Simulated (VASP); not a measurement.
# Ca (P-1) in VASP: single point with PBEsol

Aim: the single point of Ca with PBEsol.

Everything below comes from runs of VASP 6.6.1. Logs are shortened: lines on timing, memory, paths and dates and some standing lists are left out, and cuts for length are marked.

### 1 The cell of the first run

The typed cell holds 2 atoms: a = 4.053 Å, b = 4.005 Å, c = 6.557 Å, α = 89.32°, β = 89.68°, γ = 118.13°.

### 2 Single point, PBEsol (strained and its atoms moved)

Input file INCAR:

```
PREC     = Accurate       # precision mode
ENCUT    = 520            # plane-wave cutoff, eV
EDIFF    = 1E-6           # SCF threshold, eV
ISMEAR   = 0              # smearing method
SIGMA    = 0.1            # smearing width, eV
LREAL    = False          # projectors in reciprocal space
LASPH    = True           # aspherical terms in the spheres
NELM     = 100            # most SCF steps
ALGO     = Fast           # electronic algorithm
ISIF     = 2              # what is computed and relaxed
LWAVE    = False          # write WAVECAR
LCHARG   = True           # write CHGCAR
GGA      = PS             # functional
LELF     = True           # ELF
LVHAR    = True         
NBANDS   = 17             # bands
```

Input file KPOINTS:

```
regular mesh
0
Gamma
  10 10 6
```

Input file POSCAR:

```
Ca
1.0
    4.0522763119      0.0795999904      0.0109847987
   -1.9572025421      3.4938740379      0.0235984297
    0.0179952000      0.0550288000      6.5571640000
Ca
2
Direct
    0.3333721877      0.6520559315      0.2375306748
    0.6666278123      0.3479440685      0.7624693252
```

Potentials or basis: VASP PAW PBE potentials, release 64 (Ca_sv).

Launch:

```console
cat potpaw_PBE.64/Ca_sv/POTCAR > POTCAR
mpirun -np 1 vasp_std > vasp.out
```

OUTCAR:

```text
PREC = Accurate
   ENCUT = 520
   EDIFF = 1E-6
   ISMEAR = 0
   LREAL = False
   LASPH = True
   NELM = 100
   ISIF = 2
   GGA = PS

 ion  position               nearest neighbor table
   1  0.333  0.652  0.238-
   2  0.667  0.348  0.762-

  LATTYP: Found a triclinic cell.
 ALAT       =     4.1424928161
 B/A-ratio  =     0.9784139900
 C/A-ratio  =     1.5829646264
 COS(alpha) =     0.0056186556
 COS(beta)  =     0.0169751171
 COS(gamma) =     0.5226168796

  Lattice vectors:

 A1 = (  -2.0950737698,  -3.5734740283,  -0.0345832284)
 A2 = (  -4.0522763119,  -0.0795999904,  -0.0109847987)
 A3 = (  -0.0179952000,  -0.0550288000,  -6.5571640000)

Analysis of symmetry for initial positions (statically):
=====================================================================
 Subroutine PRICEL returns:
 Original cell was already a primitive cell.

 Routine SETGRP: Setting up the symmetry group for a
 triclinic supercell.

 Subroutine GETGRP returns: Found  2 space group operations
 (whereof  2 operations were pure point group operations)
 out of a pool of  2 trial point group operations.

The static configuration has the point symmetry S_2 .

Analysis of symmetry for dynamics (positions and initial velocities):
=====================================================================
 Subroutine PRICEL returns:
 Original cell was already a primitive cell.

 Routine SETGRP: Setting up the symmetry group for a
 triclinic supercell.

 Subroutine GETGRP returns: Found  2 space group operations
 (whereof  2 operations were pure point group operations)
 out of a pool of  2 trial point group operations.

The dynamic configuration has the point symmetry S_2 .

 Subroutine INISYM returns: Found  2 space group operations
 (whereof  2 operations are pure point group operations),
 and found     1 'primitive' translations

----------------------------------------------------------------------------------------

                                     Primitive cell

  volume of cell :      93.8517

  direct lattice vectors                    reciprocal lattice vectors
     4.052276312  0.079599990  0.010984799     0.244093609  0.136748926 -0.001817500
    -1.957202542  3.493874038  0.023598430    -0.005554993  0.283119383 -0.002360740
     0.017995200  0.055028800  6.557164000    -0.000388923 -0.001247999  0.152516496

  length of vectors
     4.053072925  4.004791439  6.557419593     0.279795036  0.283183715  0.152522097

  position of ions in fractional coordinates (direct lattice)
     0.333372188  0.652055932  0.237530675
     0.666627812  0.347944068  0.762469325

  ion indices of the primitive-cell ions
   primitive index   ion index
                 1           1
                 2           2

----------------------------------------------------------------------------------------

 KPOINTS: regular mesh

Automatic generation of k-mesh.
 Grid dimensions read from file:
 generate k-points for:   10   10    6

 Generating k-lattice:

  Cartesian coordinates                     Fractional coordinates (reciprocal lattice)
     0.024409361  0.013674893 -0.000181750     0.100000000 -0.000000000 -0.000000000
    -0.000555499  0.028311938 -0.000236074    -0.000000000  0.100000000  0.000000000
    -0.000064820 -0.000208000  0.025419416    -0.000000000  0.000000000  0.166666667

  Length of vectors
     0.027979504  0.028318371  0.025420350

  Shift w.r.t. Gamma in fractional coordinates (k-lattice)
     0.000000000  0.000000000  0.000000000

 Subroutine IBZKPT returns following result:
 ===========================================

 Found    304 irreducible k-points:

 Following reciprocal coordinates:
            Coordinates               Weight
  0.000000  0.000000  0.000000      1.000000
  0.100000 -0.000000  0.000000      2.000000
  0.200000 -0.000000  0.000000      2.000000
  0.300000  0.000000  0.000000      2.000000
  0.400000  0.000000  0.000000      2.000000
  0.500000  0.000000  0.000000      1.000000
[... 16 lines left out ...]
 -0.400000  0.200000  0.000000      2.000000
 -0.300000  0.200000 -0.000000      2.000000
 [... further k-points ...]
   k-points           NKPTS =    304   k-points in BZ     NKDIM =    304   number of bands    NBANDS=     17
   number of dos      NEDOS =    301   number of ions     NIONS =      2
   total plane-waves  NPLWV =  45000
   dimension x,y,z NGX =    30 NGY =   30 NGZ =   50
   dimension x,y,z NGXF=    60 NGYF=   60 NGZF=  100
   ions per type =               2
   NGX,Y,Z   is equivalent  to a cutoff of  12.31, 12.45, 12.68 a.u.
   NGXF,Y,Z  is equivalent  to a cutoff of  24.61, 24.91, 25.35 a.u.
 SYSTEM =  unknown system
   PREC   = accura    normal or accurate (medium, high low for compatibility)
   ISTART =      0    job   : 0-new  1-cont  2-samecut
   ICHARG =      2    charge: 1-file 2-atom 10-const
   ISPIN  =      1    spin polarized calculation?
   LNONCOLLINEAR =      F non collinear calculations
   LSORBIT =      F    spin-orbit coupling
   LASPH  =      T    aspherical Exc in radial PAW
   ENCUT  =  520.0 eV  38.22 Ry    6.18 a.u.   7.54  7.45 12.19*2*pi/ulx,y,z
   NELM   =    100;   NELMIN=  2; NELMDL= -5     # of ELM steps
   EDIFF  = 0.1E-05   stopping-criterion for ELM
   LREAL  =      F    real-space projection
   EDIFFG = 0.1E-04   stopping-criterion for IOM
   NSW    =      0    number of steps for IOM
   IBRION =     -1    ionic relax: 0-MD 1-quasi-New 2-CG
   NFREE  =      0    steps in history (QN), initial steepest desc. (CG)
   ISIF   =      2    stress and relaxation
   ISYM   =      2    0-nonsym 1-usesym 2-fastsym
   POTIM  = 0.5000    time-step for ionic-motion
   TEBEG  =    0.0;   TEEND  =   0.0 temperature during run
   PSTRESS=    0.0 pullay stress
   NELECT =      20.0000    total number of electrons
   NUPDOWN=      -1.0000    fix difference up-down
   EMIN   =  10.00;   EMAX   =-10.00  energy-range for DOS
   EFERMI =   0.00;   METHOD = LEGACY
   ISMEAR =     0;   SIGMA  =   0.10  broadening in eV -4-tet -1-fermi 0-gaus
   EFERMI_NEDOS =   21; number of points for ismear=-14 and -15
   IALGO  =     68    algorithm
   IMIX   =      4    mixing-type and parameters
     AMIX     =   0.40;   BMIX     =  1.00
     AMIX_MAG =   1.60;   BMIX_MAG =  1.00
  volume/ion in A,a.u.               =      46.93       316.67
  Fermi-wavevector in a.u.,A,eV,Ry     =   0.977847  1.847862 13.009673  0.956184
  Thomas-Fermi vector in A             =   2.108576
   LORBIT       =      0    0 simple, 1 ext, 2 COOP (PROOUT), +10 PAW based schemes
   GGA     = PS    functional components
   LHFCALC =     F    Hartree Fock is set to
   AEXX    =    0.0000 exact exchange contribution
   IVDW    =     0    specifies the selected vdW correction
   LEPSILON=     F    determine dielectric tensor
   LRPA    =     F    only Hartree local field effects (RPA)
 non-spin polarized calculation
 RMM-DIIS sequential band-by-band and
 Gauss-broadening in eV      SIGMA  =   0.10
  energy-cutoff  :      520.00
  volume of cell :       93.85
 maximum number of plane-waves:      2563
   NGX = 15   NGY = 15   NGZ = 25

 number of electron      20.0000000 magnetization

 Free energy of the ion-electron system (eV)
  ---------------------------------------------------
  ext. energy  EPLUGINS =         0.00000000
  ---------------------------------------------------
  free energy    TOTEN  =        -4.15796261 eV

  energy without entropy =       -4.14417259  energy(sigma->0) =       -4.15106760

 E-fermi :   1.5523     XC(G=0):  -7.4766

 val. band max:        1.5507211779   @ k =  -0.0000   0.5000   0.5000
 cond. band min:       1.5564409380   @ k =   0.1000   0.4000   0.3333
 fundamental gap:      0.0057197601
 Fermi energy:         1.5523373275

 k-point     1 :       0.0000    0.0000    0.0000
  band No.  band energies     occupation
      1     -40.5908      2.00000
      2     -40.5809      2.00000
      3     -21.6905      2.00000
      4     -21.6115      2.00000
      5     -21.6053      2.00000
      6     -21.5931      2.00000
[... 9 lines left out ...]
     16       4.0400      0.00000
     17       4.2935      0.00000

 k-point     2 :       0.1000   -0.0000    0.0000
  band No.  band energies     occupation
      1     -40.5902      2.00000
      2     -40.5806      2.00000
      3     -21.6877      2.00000
      4     -21.6160      2.00000
      5     -21.6090      2.00000
      6     -21.5986      2.00000
[... 9 lines left out ...]
     16       4.0627      0.00000
     17       4.1932      0.00000

 k-point     3 :       0.2000   -0.0000    0.0000
  band No.  band energies     occupation
      1     -40.5884      2.00000
      2     -40.5800      2.00000
      3     -21.6801      2.00000
      4     -21.6311      2.00000
      5     -21.6171      2.00000
      6     -21.6125      2.00000
[... 9 lines left out ...]
     16       4.1175      0.00000
     17       4.1864      0.00000

 k-point     4 :       0.3000    0.0000    0.0000
  band No.  band energies     occupation
      1     -40.5861      2.00000
      2     -40.5794      2.00000
      3     -21.6703      2.00000
      4     -21.6508      2.00000
      5     -21.6342      2.00000
      6     -21.6199      2.00000
[... 9 lines left out ...]
     16       4.4113      0.00000
     17       4.5971      0.00000
[... 343 lines left out ...]
      1     -40.5824      2.00000
      2     -40.5790      2.00000
      3     -21.6663      2.00000
      4     -21.6613      2.00000
      5     -21.6458      2.00000
      6     -21.6291      2.00000
[... 9 lines left out ...]
     16       4.6167      0.00000
     17       5.0140      0.00000

 k-point    23 :      -0.4000    0.2000    0.0000
  band No.  band energies     occupation
      1     -40.5841      2.00000
      2     -40.5790      2.00000
      3     -21.6651      2.00000
      4     -21.6543      2.00000
      5     -21.6487      2.00000
      6     -21.6223      2.00000
[... 9 lines left out ...]
     16       4.3855      0.00000
     17       4.6246      0.00000

 k-point    24 :      -0.3000    0.2000   -0.0000
  band No.  band energies     occupation
      1     -40.5862      2.00000
      2     -40.5793      2.00000
      3     -21.6711      2.00000
      4     -21.6473      2.00000
      5     -21.6342      2.00000
      6     -21.6174      2.00000
[... 9 lines left out ...]
     16       4.1835      0.00000
     17       4.3105      0.00000

 [... further k-points ...]

------------------------ aborting loop because EDIFF is reached ----------------------------------------

  FORCE on cell =-STRESS in cart. coord.  units (eV):
  Direction    XX          YY          ZZ          XY          YZ          ZX
  --------------------------------------------------------------------------------------
  -------------------------------------------------------------------------------------
  Total       -1.1376309     -1.3351853     -0.8225044     -0.2228294     -0.0186240     -0.0572182
  in kB      -19.4209156    -22.7934401    -14.0412751     -3.8040018     -0.3179364     -0.9767929
  external PRESSURE =     -18.7518769 kB  Pullay stress =       0.0000000 kB

 VOLUME and BASIS-vectors are now :
 -----------------------------------------------------------------------------
  energy-cutoff  :      520.00
  volume of cell :       93.85
      direct lattice vectors                 reciprocal lattice vectors
     4.052276312  0.079599990  0.010984799     0.244093609  0.136748926 -0.001817500
    -1.957202542  3.493874038  0.023598430    -0.005554993  0.283119383 -0.002360740
     0.017995200  0.055028800  6.557164000    -0.000388923 -0.001247999  0.152516496

 POSITION                                       TOTAL-FORCE (eV/Angst)
 -----------------------------------------------------------------------------------
      0.07899      2.31781      1.57658        -0.059860      0.035685      0.193337
      2.03408      1.31069      5.01517         0.059860     -0.035685     -0.193337
 -----------------------------------------------------------------------------------
    total drift:                                0.000000     -0.000000      0.000000

  FREE ENERGIE OF THE ION-ELECTRON SYSTEM (eV)
  ---------------------------------------------------
  free  energy   TOTEN  =        -4.1579626150 eV

  energy  without entropy=       -4.1441725911  energy(sigma->0) =       -4.15106760
```

Run time: 7 min. Hardware: 1 thread of Intel Xeon Platinum 8375C at 2.90GHz (Ice Lake), shared host; peak memory 0.51 GiB.

What came out:

```yaml
Free_energy: -4.1580 eV
Pressure: -1.9 GPa
Largest_force: 0.206 eV/Å
Band_gap_on_the_k_mesh: zero (bands 10 and 11 overlap by 0.38 eV)
```

Forces on the atoms (eV/Å):
```
Ca  -0.060  0.036  0.193
Ca   0.060 -0.036 -0.193
```

Stress tensor (GPa, compression positive):
```
-1.94 -0.38 -0.10
-0.38 -2.28 -0.03
-0.10 -0.03 -1.40
```

Levels at points of the mesh, in eV from the Fermi level:
| k point | band 8 | band 9 | band 10 | band 11 | band 12 | band 13 |
| --- | --- | --- | --- | --- | --- | --- |
| (0.00, 0.00, 0.00) | -23.14 | -3.90 | -0.98 | -0.23 | 1.96 | 2.15 |
| (0.50, 0.00, 0.00) | -23.16 | -1.24 | -0.83 | 0.26 | 0.38 | 1.18 |
| (0.00, 0.50, 0.00) | -23.16 | -1.21 | -0.75 | 0.22 | 0.36 | 1.36 |
| (0.50, 0.50, 0.00) | -23.16 | -1.04 | -0.69 | 0.33 | 0.40 | 1.22 |
| (0.00, 0.00, 0.50) | -23.15 | -3.03 | -2.85 | 1.16 | 1.54 | 1.93 |
| (0.50, 0.00, 0.50) | -23.16 | -0.77 | -0.71 | -0.10 | -0.03 | 1.22 |
| (0.00, 0.50, 0.50) | -23.16 | -0.70 | -0.66 | -0.07 | 0.00 | 1.33 |
| (0.50, 0.50, 0.50) | -23.16 | -0.64 | -0.62 | 0.11 | 0.13 | 1.22 |

Caveat: the cell differs from its parent crystal (strained and its atoms moved); the PAW data sets were made with another functional, which shifts forces and pressure a little.
